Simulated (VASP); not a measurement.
Input of a VASP 6.6.1 run:

INCAR

```
  PREC = Accurate
  ENCUT = 520
  EDIFF = 1E-7
  ISMEAR = 0
  SIGMA = 0.1
  LREAL = False
  LASPH = True
  NELM = 60
  ALGO = Normal
  ISIF = 2
  LWAVE = False
  LCHARG = False
  GGA = PE
  NBANDS = 18
```

KPOINTS

```
regular mesh
0
Gamma
  12 12 10
```

Contents of POSCAR:

```
GaSb2
1.0
    4.2132880932      0.0000000000      0.0000000000
   -2.1066440466      3.6488145222      0.0000000000
    0.0000000000      0.0000000000      5.1401972087
Ga Sb
1 2
Direct
    0.0000000000      0.0000000000      0.5000000000
    0.3333333333      0.6666666667      0.1835851708
    0.6666666667      0.3333333333      0.8164148292
```

Potentials or basis: VASP PAW PBE potentials, release 64 (Ga_d, Sb).

Command:

```sh
$ cat potpaw_PBE.64/Ga_d/POTCAR potpaw_PBE.64/Sb/POTCAR > POTCAR
$ mpirun -np 1 vasp_std > vasp.out
```

(1) Predict the band gap on the k mesh.

(2) Predict the pressure.

Results:

(1) zero (an odd number of electrons rules out a gap without spin polarisation).

(2) 0.0 GPa.

Caveat: spin-orbit coupling is left out, which moves the levels of the heavy elements.
